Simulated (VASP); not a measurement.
# LiCl in VASP: notebook

The runs below take LiCl through single point, with PBEsol, r2SCAN+rVV10.

Everything below comes from runs of VASP 6.6.1. Logs are shortened: lines on timing, memory, paths and dates and some standing lists are left out, and cuts for length are marked.

### Step 1. The cell of the first run

The typed cell holds 4 atoms: a = 7.416 Å, b = 7.416 Å, c = 3.491 Å, α = 118.02°, β = 118.02°, γ = 27.04°.

### Step 2. Single point, PBEsol

INCAR reads:

```
SYSTEM = LiCl
PREC = Accurate
ENCUT = 520
EDIFF = 1E-6
ISMEAR = -1
SIGMA = 0.03
LREAL = .False.
LASPH = .True.
NELM = 60
ALGO = Normal
ISIF = 2
LWAVE = .False.
LCHARG = .False.
GGA = PS
NBANDS = 18
```

KPOINTS reads:

```
Automatic mesh
0
Gamma
  6 6 6
  0 0 0
```

POSCAR reads:

```
LiCl
1.0
    7.2015503677     -1.7337255645      0.3583968131
    7.2015503677      1.7337255645      0.3583968131
   -1.8364558870      0.0000000000      2.9685429475
Li Cl
2 2
Direct
    0.1634658079      0.1634658079      1.0771503918
    0.8365341921      0.8365341921     -0.0771503918
    0.3570538532      0.3570538532      0.4637319583
    0.6429461468      0.6429461468      0.5362680417
```

Potentials or basis: VASP PAW PBE potentials, release 64 (Li_sv, Cl).

The run is started by

```bash
cat potpaw_PBE.64/Li_sv/POTCAR potpaw_PBE.64/Cl/POTCAR > POTCAR
mpirun -np 1 vasp_std > vasp.out
```

OUTCAR:

```text
SYSTEM = LiCl
   PREC = Accurate
   ENCUT = 520
   EDIFF = 1E-6
   ISMEAR = -1
   LREAL = .False.
   LASPH = .True.
   NELM = 60
   ISIF = 2
   GGA = PS

 ion  position               nearest neighbor table
   1  0.163  0.163  0.077-   3 2.44   4 2.47   4 2.47   4 2.47   4 2.47
   2  0.837  0.837  0.923-   4 2.44   3 2.47   3 2.47   3 2.47   3 2.47
   3  0.357  0.357  0.464-   1 2.44   2 2.47   2 2.47   2 2.47   2 2.47
   4  0.643  0.643  0.536-   2 2.44   1 2.47   1 2.47   1 2.47   1 2.47

  Warning from LATTYP: Got some problem with cell dimensions!
  Tried to take original basis but could not verify dimensions!
  LATTYP: Found a base centered monoclinic cell.
 ALAT       =    12.6258095911
 B/A-ratio  =     0.2746319833
 C/A-ratio  =     0.2764714423
 COS(beta)  =    -0.0010620756

  Lattice vectors:

 A1 = (  -5.3650944807,   1.7337255645,  -3.3269397606)
 A2 = (  -5.3650944807,  -1.7337255645,  -3.3269397606)
 A3 = (  -1.8364558870,   0.0000000000,   2.9685429475)

Analysis of symmetry for initial positions (statically):
=====================================================================
 Subroutine PRICEL returns:
 Original cell was already a primitive cell.

 Routine SETGRP: Setting up the symmetry group for a
 base centered monoclinic supercell.

 Subroutine GETGRP returns: Found  4 space group operations
 (whereof  4 operations were pure point group operations)
 out of a pool of  4 trial point group operations.

The static configuration has the point symmetry C_2h.

Analysis of symmetry for dynamics (positions and initial velocities):
=====================================================================
 Subroutine PRICEL returns:
 Original cell was already a primitive cell.

 Routine SETGRP: Setting up the symmetry group for a
 base centered monoclinic supercell.

 Subroutine GETGRP returns: Found  4 space group operations
 (whereof  4 operations were pure point group operations)
 out of a pool of  4 trial point group operations.

The dynamic configuration has the point symmetry C_2h.

 Subroutine INISYM returns: Found  4 space group operations
 (whereof  4 operations are pure point group operations),
 and found     1 'primitive' translations

----------------------------------------------------------------------------------------

                                     Primitive cell

  volume of cell :      76.4098

  direct lattice vectors                    reciprocal lattice vectors
     7.201550368 -1.733725565  0.358396813     0.067355774 -0.288396278  0.041668896
     7.201550368  1.733725565  0.358396813     0.067355774  0.288396278  0.041668896
    -1.836455887  0.000000000  2.968542948    -0.016263935  0.000000000  0.326804098

  length of vectors
     7.415967928  7.415967928  3.490675788     0.299074423  0.299074423  0.327208548

  position of ions in fractional coordinates (direct lattice)
     0.163465808  0.163465808  0.077150392
     0.836534192  0.836534192  0.922849608
     0.357053853  0.357053853  0.463731958
     0.642946147  0.642946147  0.536268042

  ion indices of the primitive-cell ions
   primitive index   ion index
                 1           1
                 2           2
                 3           3
                 4           4

----------------------------------------------------------------------------------------

 KPOINTS: Automatic mesh

Automatic generation of k-mesh.
 Grid dimensions read from file:
 generate k-points for:    6    6    6

 Generating k-lattice:

  Cartesian coordinates                     Fractional coordinates (reciprocal lattice)
     0.011225962 -0.048066046  0.006944816     0.166666667  0.000000000 -0.000000000
     0.011225962  0.048066046  0.006944816     0.000000000  0.166666667 -0.000000000
    -0.002710656  0.000000000  0.054467350     0.000000000  0.000000000  0.166666667

  Length of vectors
     0.049845737  0.049845737  0.054534758

  Shift w.r.t. Gamma in fractional coordinates (k-lattice)
     0.000000000  0.000000000  0.000000000

 Subroutine IBZKPT returns following result:
 ===========================================

 Found     68 irreducible k-points:

 Following reciprocal coordinates:
            Coordinates               Weight
  0.000000  0.000000  0.000000      1.000000
  0.166667 -0.000000 -0.000000      4.000000
  0.333333  0.000000  0.000000      4.000000
  0.500000  0.000000 -0.000000      2.000000
  0.166667  0.166667 -0.000000      2.000000
  0.333333  0.166667 -0.000000      4.000000
[... 16 lines left out ...]
 -0.333333  0.166667  0.166667      4.000000
 -0.166667  0.166667  0.166667      4.000000
 [... further k-points ...]
   k-points           NKPTS =     68   k-points in BZ     NKDIM =     68   number of bands    NBANDS=     18
   number of dos      NEDOS =    301   number of ions     NIONS =      4
   total plane-waves  NPLWV =  87808
   dimension x,y,z NGX =    56 NGY =   56 NGZ =   28
   dimension x,y,z NGXF=   112 NGYF=  112 NGZF=   56
   ions per type =               2   2
   NGX,Y,Z   is equivalent  to a cutoff of  12.55, 12.55, 13.34 a.u.
   NGXF,Y,Z  is equivalent  to a cutoff of  25.11, 25.11, 26.67 a.u.
 SYSTEM =  LiCl
   PREC   = accura    normal or accurate (medium, high low for compatibility)
   ISTART =      0    job   : 0-new  1-cont  2-samecut
   ICHARG =      2    charge: 1-file 2-atom 10-const
   ISPIN  =      1    spin polarized calculation?
   LNONCOLLINEAR =      F non collinear calculations
   LSORBIT =      F    spin-orbit coupling
   LASPH  =      T    aspherical Exc in radial PAW
   ENCUT  =  520.0 eV  38.22 Ry    6.18 a.u.  13.79 13.79  6.49*2*pi/ulx,y,z
   NELM   =     60;   NELMIN=  2; NELMDL= -5     # of ELM steps
   EDIFF  = 0.1E-05   stopping-criterion for ELM
   LREAL  =      F    real-space projection
   EDIFFG = 0.1E-04   stopping-criterion for IOM
   NSW    =      0    number of steps for IOM
   IBRION =     -1    ionic relax: 0-MD 1-quasi-New 2-CG
   NFREE  =      0    steps in history (QN), initial steepest desc. (CG)
   ISIF   =      2    stress and relaxation
   ISYM   =      2    0-nonsym 1-usesym 2-fastsym
   POTIM  = 0.5000    time-step for ionic-motion
   TEBEG  =    0.0;   TEEND  =   0.0 temperature during run
   PSTRESS=    0.0 pullay stress
   NELECT =      20.0000    total number of electrons
   NUPDOWN=      -1.0000    fix difference up-down
   EMIN   =  10.00;   EMAX   =-10.00  energy-range for DOS
   EFERMI =   0.00;   METHOD = LEGACY
   ISMEAR =    -1;   SIGMA  =   0.03  broadening in eV -4-tet -1-fermi 0-gaus
   EFERMI_NEDOS =   21; number of points for ismear=-14 and -15
   IALGO  =     38    algorithm
   IMIX   =      4    mixing-type and parameters
     AMIX     =   0.40;   BMIX     =  1.00
     AMIX_MAG =   1.60;   BMIX_MAG =  1.00
  volume/ion in A,a.u.               =      19.10       128.91
  Fermi-wavevector in a.u.,A,eV,Ry     =   1.047213  1.978946 14.920911  1.096656
  Thomas-Fermi vector in A             =   2.182084
   LORBIT       =      0    0 simple, 1 ext, 2 COOP (PROOUT), +10 PAW based schemes
   GGA     = PS    functional components
   LHFCALC =     F    Hartree Fock is set to
   AEXX    =    0.0000 exact exchange contribution
   IVDW    =     0    specifies the selected vdW correction
   LEPSILON=     F    determine dielectric tensor
   LRPA    =     F    only Hartree local field effects (RPA)
 non-spin polarized calculation
  energy-cutoff  :      520.00
  volume of cell :       76.41
 maximum number of plane-waves:      2098
   NGX = 27   NGY = 27   NGZ = 13

 number of electron      20.0000001 magnetization

 Free energy of the ion-electron system (eV)
  ---------------------------------------------------
  ext. energy  EPLUGINS =         0.00000000
  ---------------------------------------------------
  free energy    TOTEN  =       -15.07027789 eV

  energy without entropy =      -15.07027789  energy(sigma->0) =      -15.07027789

 E-fermi :   0.3111     XC(G=0):  -8.1488

 val. band max:       -0.3469790080   @ k =   0.1667   0.1667   0.3333
 cond. band min:       5.3567903311   @ k =   0.0000   0.0000   0.0000
 fundamental gap:      5.7037693391
 Fermi energy:         0.3111067220

 k-point     1 :       0.0000    0.0000    0.0000
  band No.  band energies     occupation
      1     -43.1286      2.00000
      2     -43.1221      2.00000
      3     -13.6545      2.00000
      4     -13.1796      2.00000
      5      -2.9651      2.00000
      6      -1.1515      2.00000
[... 10 lines left out ...]
     17      11.6662      0.00000
     18      12.1562      0.00000

 k-point     2 :       0.1667   -0.0000   -0.0000
  band No.  band energies     occupation
      1     -43.1277      2.00000
      2     -43.1220      2.00000
      3     -13.5636      2.00000
      4     -13.1445      2.00000
      5      -2.7772      2.00000
      6      -1.6667      2.00000
[... 10 lines left out ...]
     17      11.3870      0.00000
     18      11.4230      0.00000

 k-point     3 :       0.3333    0.0000    0.0000
  band No.  band energies     occupation
      1     -43.1255      2.00000
      2     -43.1223      2.00000
      3     -13.3502      2.00000
      4     -13.0939      2.00000
      5      -2.6204      2.00000
      6      -2.5983      2.00000
[... 10 lines left out ...]
     17      10.4328      0.00000
     18      11.7285      0.00000

 k-point     4 :       0.5000    0.0000   -0.0000
  band No.  band energies     occupation
      1     -43.1234      2.00000
      2     -43.1233      2.00000
      3     -13.1861      2.00000
      4     -13.1196      2.00000
      5      -2.9930      2.00000
      6      -2.9041      2.00000
[... 375 lines left out ...]
      4     -13.0866      2.00000
      5      -2.6731      2.00000
      6      -2.4220      2.00000
[... 10 lines left out ...]
     17      10.7603      0.00000
     18      11.3897      0.00000

 k-point    23 :      -0.3333    0.1667    0.1667
  band No.  band energies     occupation
      1     -43.1230      2.00000
      2     -43.1230      2.00000
      3     -13.1045      2.00000
      4     -13.0454      2.00000
      5      -2.9850      2.00000
      6      -2.8510      2.00000
[... 10 lines left out ...]
     17      11.0416      0.00000
     18      11.3026      0.00000

 k-point    24 :      -0.1667    0.1667    0.1667
  band No.  band energies     occupation
      1     -43.1249      2.00000
      2     -43.1220      2.00000
      3     -13.2634      2.00000
      4     -13.0351      2.00000
      5      -2.5746      2.00000
      6      -2.5317      2.00000
[... 10 lines left out ...]
     17      10.4917      0.00000
     18      11.7177      0.00000

 [... further k-points ...]

------------------------ aborting loop because EDIFF is reached ----------------------------------------

  FORCE on cell =-STRESS in cart. coord.  units (eV):
  Direction    XX          YY          ZZ          XY          YZ          ZX
  --------------------------------------------------------------------------------------
  -------------------------------------------------------------------------------------
  Total       -0.0256666     -0.0275645     -0.0299948      0.0000000      0.0000000     -0.0011544
  in kB       -0.5381838     -0.5779783     -0.6289387      0.0000000      0.0000000     -0.0242059
  external PRESSURE =      -0.5817003 kB  Pullay stress =       0.0000000 kB

 VOLUME and BASIS-vectors are now :
 -----------------------------------------------------------------------------
  energy-cutoff  :      520.00
  volume of cell :       76.41
      direct lattice vectors                 reciprocal lattice vectors
     7.201550368 -1.733725565  0.358396813     0.067355774 -0.288396278  0.041668896
     7.201550368  1.733725565  0.358396813     0.067355774  0.288396278  0.041668896
    -1.836455887  0.000000000  2.968542948    -0.016263935  0.000000000  0.326804098

 POSITION                                       TOTAL-FORCE (eV/Angst)
 -----------------------------------------------------------------------------------
      2.21273      0.00000      0.34620        -0.001369      0.000000     -0.000338
     10.35391      0.00000      3.33914         0.001369      0.000000      0.000338
      4.29106      0.00000      1.63254         0.004050      0.000000      0.002941
      8.27559      0.00000      2.05279        -0.004050      0.000000     -0.002941
 -----------------------------------------------------------------------------------
    total drift:                                0.000000     -0.000000     -0.000000

  FREE ENERGIE OF THE ION-ELECTRON SYSTEM (eV)
  ---------------------------------------------------
  free  energy   TOTEN  =       -15.0702778926 eV

  energy  without entropy=      -15.0702778926  energy(sigma->0) =      -15.07027789
```

It took 2.1 min on 1 thread of AMD EPYC 9R45 (Zen 5), shared host; peak memory 0.27 GiB.

Results:

```yaml
Free_energy: -15.0703 eV
Largest_force: 0.005 eV/Å
Band_gap_on_the_k_mesh: 5.70 eV (least direct gap 5.89 eV)
```

Forces on the atoms (eV/Å):
```
Li  -0.001  0.000  0.000
Li   0.001  0.000  0.000
Cl   0.004  0.000  0.003
Cl  -0.004  0.000 -0.003
```

Levels at points of the mesh, in eV from the valence-band top:
```
           k point  band 8  band 9  band 10  band 11  band 12  band 13
(0.00, 0.00, 0.00)   -0.21   -0.21    -0.19     5.70     8.29     8.89
(0.50, 0.00, 0.00)   -0.67   -0.13    -0.06     6.69     7.35     8.41
(0.50, 0.50, 0.00)   -0.74   -0.27    -0.14     6.79     7.70     8.82
(0.00, 0.00, 0.50)   -0.72   -0.06    -0.06     6.63     6.64     9.09
(0.50, 0.00, 0.50)   -1.90   -0.74    -0.74     7.77     7.78     8.74
(0.50, 0.50, 0.50)   -1.07   -0.06    -0.06     7.80     7.80     8.56
```

Caveat: the cutoff is under 1.25 times the usual one of these potentials, so pressure, stress and relaxed cells hold a basis-set (Pulay) error; the PAW data sets were made with another functional, which shifts forces and pressure a little. A k mesh can miss the band edges.

### Step 3. Single point, r2SCAN+rVV10

This run uses another cell than the first one, of 18.39 Å³/atom.

POSCAR reads:

```
LiCl
1.0
    6.9719084933     -1.7365992457      0.1823832716
    6.9719084933      1.7365992457      0.1823832716
   -1.8514803110      0.0000000000      2.9892534032
Li Cl
2 2
Direct
    0.1574780802      0.1574780802      1.0649645336
    0.8425219198      0.8425219198     -0.0649645336
    0.3619308792      0.3619308792      0.4738526693
    0.6380691208      0.6380691208      0.5261473307
```

INCAR.step1 reads:

```
SYSTEM = LiCl
ALGO = Normal
EDIFF = 1E-4
ENCUT = 520
GGA = PE
ISMEAR = -1
LASPH = .True.
LCHARG = .False.
LREAL = .False.
LWAVE = .True.
NBANDS = 18
NELM = 60
PREC = Accurate
SIGMA = 0.03
```

INCAR.step2 reads:

```
SYSTEM = LiCl
ALGO = Normal
BPARAM = 11.95
CPARAM = 0.0093
EDIFF = 1E-6
ENCUT = 520
ISIF = 2
ISMEAR = -1
ISTART = 1
IVDW_NL = 2
LASPH = .True.
LCHARG = .True.
LELF = .True.
LMIXTAU = .True.
LREAL = .False.
LUSE_VDW = .True.
LVHAR = .True.
LWAVE = .False.
METAGGA = R2SCAN
NBANDS = 18
NELM = 60
PREC = Accurate
SIGMA = 0.03
```

KPOINTS reads:

```
k-points
0
Gamma
  8 8 8
  0 0 0
```

Potentials or basis: VASP PAW PBE potentials, release 64 (Li_sv, Cl).

The run is started by

```bash
cat potpaw_PBE.64/Li_sv/POTCAR potpaw_PBE.64/Cl/POTCAR > POTCAR
cp INCAR.step1 INCAR
mpirun -np 1 vasp_std > vasp.out
cp INCAR.step2 INCAR
mpirun -np 1 vasp_std > vasp.out
```

Wall time 18 min (1 thread of AMD EPYC 9R45 (Zen 5), shared host); peak memory 0.66 GiB.

Results (log left out):

```yaml
Free_energy: -24.3724 eV
Largest_force: 0.032 eV/Å
Band_gap_on_the_k_mesh: 6.53 eV (least direct gap 6.58 eV)
```

Forces on the atoms (eV/Å):
```
Li   0.025  0.000 -0.020
Li  -0.025  0.000  0.020
Cl  -0.013  0.000 -0.006
Cl   0.013  0.000  0.006
```

Levels at points of the mesh, in eV from the valence-band top:
| k point | band 7 | band 8 | band 9 | band 10 | band 11 | band 12 | band 13 | band 14 |
| --- | --- | --- | --- | --- | --- | --- | --- | --- |
| (0.00, 0.00, 0.00) | -0.65 | -0.24 | -0.19 | -0.05 | 6.53 | 9.14 | 9.88 | 10.82 |
| (0.50, 0.00, 0.00) | -1.18 | -0.54 | -0.21 | -0.08 | 7.16 | 8.32 | 9.19 | 10.73 |
| (0.50, 0.50, 0.00) | -0.76 | -0.74 | -0.35 | -0.11 | 7.53 | 8.92 | 9.65 | 10.73 |
| (0.00, 0.00, 0.50) | -0.62 | -0.62 | -0.08 | -0.08 | 7.32 | 7.32 | 10.06 | 10.06 |
| (0.50, 0.00, 0.50) | -1.91 | -1.91 | -0.73 | -0.73 | 8.31 | 8.31 | 9.67 | 9.67 |
| (0.50, 0.50, 0.50) | -1.15 | -1.15 | -0.08 | -0.08 | 8.84 | 8.85 | 9.30 | 9.30 |

Caveat: the cutoff is under 1.25 times the usual one of these potentials, so pressure, stress and relaxed cells hold a basis-set (Pulay) error; the PAW data sets were made with another functional, which shifts forces and pressure a little. A k mesh can miss the band edges.
